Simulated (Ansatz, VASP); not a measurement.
## MgO: VASP beside Ansatz

```xyz
4
Lattice="3.3524 0.0000 0.0000 -1.6762 2.9032 0.0000 0.0000 0.0000 4.3034" Properties=species:S:1:pos:R:3 pbc="T T T"
Mg    1.6762    0.9677    3.2276
Mg    0.0000    1.9355    1.0759
O     1.6762    0.9677    1.0759
O     0.0000    1.9355    3.2276
```

Alike in both runs: task single point; functional PBE; k mesh 9 × 9 × 6; occupations gaussian, width 0.05 eV; no spin polarisation.

|  | VASP | Ansatz |
| --- | --- | --- |
| version | VASP 6.6.1 | Ansatz 0.2.0 |
| potentials or method | VASP PAW PBE potentials, release 64 (Mg, O), cutoff 520 eV | scalar-relativistic, plane waves, PAW |
| valence electrons in the cell | 16 | 32 |

Ansatz gave:

```
gap on the k mesh at the Fermi level (eV)                     : 3.65
least direct gap on the mesh (eV)                             : 3.65
pressure (GPa)                                                : 13.1
traceless stress, the component that is largest in VASP (GPa) : -8.92
```

Question: Estimate VASP's values.

Answer: gap on the k mesh at the Fermi level (eV): 3.63; least direct gap on the mesh (eV): 3.63; pressure (GPa): 12.6; traceless stress, the component that is largest in VASP (GPa): -9.16.

With one functional, cell and mesh, what is left measures potentials, basis and numerics. VASP's potentials hold 16 valence electrons a cell and Ansatz's 32, so a difference there can come from the potentials and not from the codes.
